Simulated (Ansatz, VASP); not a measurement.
## One calculation of Li3ZrN2, two programs

```
Li Zr N
1.0
     3.44349    0.00000    0.00000
    -1.72174    2.98215    0.00000
     0.00000    0.00000    8.30138
Li Zr N
3 1 2
Direct
  0.66667 0.33333 0.75921
  0.66667 0.33333 0.24079
  0.66667 0.33333 0.50000
  0.33333 0.66667 0.00000
  0.33333 0.66667 0.24491
  0.33333 0.66667 0.75509
```

Alike in both runs: task single point; functional PBE; k mesh 6 × 6 × 2; occupations gaussian, width 0.1 eV; collinear spin.

```csv
,VASP,Ansatz
version,VASP 6.6.1,Ansatz 0.2.0
potentials or method,"VASP PAW PBE potentials, release 64 (Li_sv, Zr_sv, N), cutoff 520 eV","scalar-relativistic, plane waves, PAW"
valence electrons in the cell,31,31
```

|  | VASP | Ansatz | Ansatz less VASP |
| --- | --- | --- | --- |
| gap on the k mesh at the Fermi level (eV) | none | none | - |
| rms of the force components (eV/Å) | 0.012 | 0.001 | -0.0107 |
| net moment per atom (μB) | 0.04 | 0.04 | 0.000 |
| size of the moment on the site where the two differ most (μB) | 0.05 | 0.02 | -0.026 |

Site moments also hang on the region over which each program counts them. Atom by atom the forces differ by 0.012 eV/Å (rms over components). A gap of «none» marks a metal or a gap that the smearing closes.

The k mesh is coarse, so the values compare programs but aren't converged. Noted on VASP's run: the cutoff is short for stress, so the pressure is rough.
